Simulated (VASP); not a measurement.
A run of VASP 6.6.1:

File INCAR:

```
PREC = Accurate
ENCUT = 520
EDIFF = 1E-6
ISMEAR = 0
SIGMA = 0.1
LREAL = F
LASPH = T
NELM = 60
ALGO = Normal
ISIF = 2
LWAVE = F
LCHARG = T
GGA = PE
LELF = T
LVHAR = T
NBANDS = 14
```

KPOINTS

```
regular mesh
0
Gamma
  6 6 4
```

POSCAR

```
HfN
1.0
    2.1683540637     -2.1685241417      0.0000000000
    2.1683540637      2.1685241417      0.0000000000
    0.0000000000      0.0000000000      3.4581045345
Hf N
1 1
Direct
    0.5000000000      0.5000000000      0.0000000000
    0.0000000000      0.0000000000      0.0000000000
```

Potentials or basis: VASP PAW PBE potentials, release 64 (Hf_pv, N).

Command:

```sh
$ cat potpaw_PBE.64/Hf_pv/POTCAR potpaw_PBE.64/N/POTCAR > POTCAR
$ mpirun -np 1 vasp_std > vasp.out
```

Hardware: 1 thread of Intel Xeon 8259CL (shared host).

Task: How long does it take, and how much memory?

Result: Run time: 17 s on 1 thread of Intel Xeon 8259CL (shared host), peak memory 0.15 GiB. Counts: scf iterations 14, k points 39.
